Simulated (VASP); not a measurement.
Set up this calculation in VASP 6.6.1, as the native input.

* Task: relaxation of cell and atoms
* Functional: PBE
* Potentials or basis: VASP PAW PBE potentials, release 64 (Be, S)
* Cutoff: 600 eV
* k mesh: 14 × 14 × 14
* Occupations: fermi-dirac, width 0.08 eV
* Spin: no spin polarisation
* Target pressure: -2.9 GPa
* Dipole correction: no
* Further INCAR settings: ALGO = Normal; EDIFF = 1e-06; IBRION = 2; EDIFFG = -0.005; NSW = 32; ISIF = 3

The structure of BeS (CsCl type) lies in POSCAR:

```
BeS
1.0
    2.9638069668      0.0000000000      0.0000000000
    0.0000000000      2.9638069668      0.0000000000
    0.0000000000      0.0000000000      2.9638069668
Be S
1 1
Direct
    0.0000000000      0.0000000000      0.0000000000
    0.5000000000      0.5000000000      0.5000000000
```

These files were run (other wordings do the same):

INCAR

```
SYSTEM = BeS
ALGO = Normal
EDIFF = 1E-6
EDIFFG = -0.005
ENCUT = 600
GGA = PE
IBRION = 2
ISIF = 3
ISMEAR = -1
LASPH = .TRUE.
LCHARG = .FALSE.
LREAL = .FALSE.
LWAVE = .FALSE.
NELM = 80
NSW = 32
PREC = Accurate
PSTRESS = -29.0
SIGMA = 0.08
```

KPOINTS

```
k-points
0
G
  14 14 14
  0 0 0
```

Potentials or basis: VASP PAW PBE potentials, release 64 (Be, S).

Command:

```sh
$ cat potpaw_PBE.64/Be/POTCAR potpaw_PBE.64/S/POTCAR > POTCAR
$ mpirun -np 1 vasp_std > vasp.out
```

It gave:

```json
{
 "Pressure after relaxing": "-2.9 GPa",
 "Band gap on the k mesh": "zero (bands 4 and 5 overlap by 1.74 eV)"
}
```

Caveat: the relaxation stopped at its first step, so nothing moved; the cell is relaxed towards a set pressure, so the run minimises the enthalpy, not the energy.

It took 11 s on 1 thread of AMD EPYC 9R45 96-Core Processor (Zen 5), on a shared host, peak memory 0.12 GiB.
